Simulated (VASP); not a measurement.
Here is a VASP 6.6.1 calculation.

The input INCAR:

```
SYSTEM = Al
  ALGO = Normal
  EDIFF = 1E-7
  ENCUT = 520
  GGA = PS
  ISIF = 2
  ISMEAR = 0
  LASPH = .True.
  LCHARG = .True.
  LELF = .True.
  LREAL = .False.
  LVHAR = .True.
  LWAVE = .False.
  NBANDS = 8
  NELM = 100
  PREC = Accurate
  SIGMA = 0.1
```

The input KPOINTS:

```
k-points
0
Gamma
  20 20 20
  0 0 0
```

POSCAR

```
Al
1.0
    0.0000000000      2.0069298598      2.0069298598
    2.0069298598      0.0000000000      2.0069298598
    2.0069298598      2.0069298598      0.0000000000
Al
1
Direct
    0.0000000000      0.0000000000      0.0000000000
```

Potentials or basis: VASP PAW PBE potentials, release 64 (Al).

The run is started by

```bash
$ cat potpaw_PBE.64/Al/POTCAR > POTCAR
$ mpirun -np 1 vasp_std > vasp.out
```

Task: Predict the pressure.

Result: 0.1 GPa.

Caveat: the PAW data sets were made with another functional, which shifts forces and pressure a little.
